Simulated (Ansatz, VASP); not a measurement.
# One calculation of TiMoSe4, two programs

```
Ti Mo Se
1.0
     5.26584    0.00000    0.00000
     0.00000    5.26584    0.00000
     0.00000    0.00000    5.26584
Ti Mo Se
1 1 4
Cartesian
  0.0000 0.0000 0.0000
  2.6329 2.6329 2.6329
  3.9584 3.9584 3.9584
  1.3074 1.3074 3.9584
  1.3074 3.9584 1.3074
  3.9584 1.3074 1.3074
```

Alike in both runs: task relaxation of cell and atoms; functional PBE; k mesh 2 × 2 × 2; occupations gaussian, width 0.15 eV; collinear spin.

|  | VASP | Ansatz |
| --- | --- | --- |
| version | VASP 6.6.1 | Ansatz 0.2.0 |
| potentials or method | VASP PAW PBE potentials, release 64 (Ti_sv, Mo_sv, Se), cutoff 600 eV | scalar-relativistic, plane waves, PAW |
| valence electrons in the cell | 50 | 90 |

|  | VASP | Ansatz | Ansatz less VASP |
| --- | --- | --- | --- |
| gap on the k mesh at the Fermi level, each at its own relaxed structure (eV) | none | none | - |
| net moment per atom (μB) | 0.00 | 0.25 | +0.248 |
| size of the moment on the site where the two differ most (μB) | 0.00 | 0.56 | +0.556 |
| relaxed volume (Å³/atom) | 27.64 | 27.81 | +0.176 |
| relaxed cell length with the largest relative difference (Å) | 5.494 | 5.506 | +0.0117 |

The net moments are unlike, so the other rows may belong to different states. Site moments also hang on the region over which each program counts them. A gap of «none» marks a metal or a gap that the smearing closes. VASP's potentials hold 50 valence electrons a cell and Ansatz's 90, so a difference there can come from the potentials and not from the codes.

The k mesh is coarse, so the values compare programs but aren't converged.
